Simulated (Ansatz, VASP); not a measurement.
YSe2: VASP beside Ansatz

```
Y Se
1.0
    -2.06275    2.86821    6.74163
     2.06275   -2.86821    6.74163
     2.06275    2.86821   -6.74163
Y Se
2 4
Direct
  0.84922 0.84922 0.00000
  0.15078 0.15078 0.00000
  0.70659 0.20659 0.50000
  0.29341 0.79341 0.50000
  0.78971 0.50000 0.28971
  0.21029 0.50000 0.71029
```

Alike in both runs: task single point; functional r2SCAN; k mesh 6 × 6 × 6; no spin polarisation.

```csv
,VASP,Ansatz
version,VASP 6.6.1,Ansatz 0.2.0
potentials or method,"VASP PAW PBE potentials, release 64 (Y_sv, Se)","plane waves, PAW"
plane-wave cutoff (eV),520,500
occupations,"gaussian, width 0.01 eV",fixed
valence electrons in the cell,46,86
```

Ansatz gave:

| Property | Result |
| --- | --- |
| gap on the k mesh at the Fermi level (eV) | 0.55 |
| pressure (GPa) | -1.9 |
| traceless stress, the component that is largest in VASP (GPa) | -0.22 |
| rms of the force components (eV/Å) | 0.113 |

Task: What did VASP give for the same quantities?

Result: gap on the k mesh at the Fermi level (eV): 0.54; pressure (GPa): -1.9; traceless stress, the component that is largest in VASP (GPa): -0.20; rms of the force components (eV/Å): 0.108.

VASP's potentials were made for PBE, not for r2SCAN. Atom by atom the forces differ by 0.005 eV/Å (rms over components). VASP's potentials hold 46 valence electrons a cell and Ansatz's 86, so a difference there can come from the potentials and not from the codes.
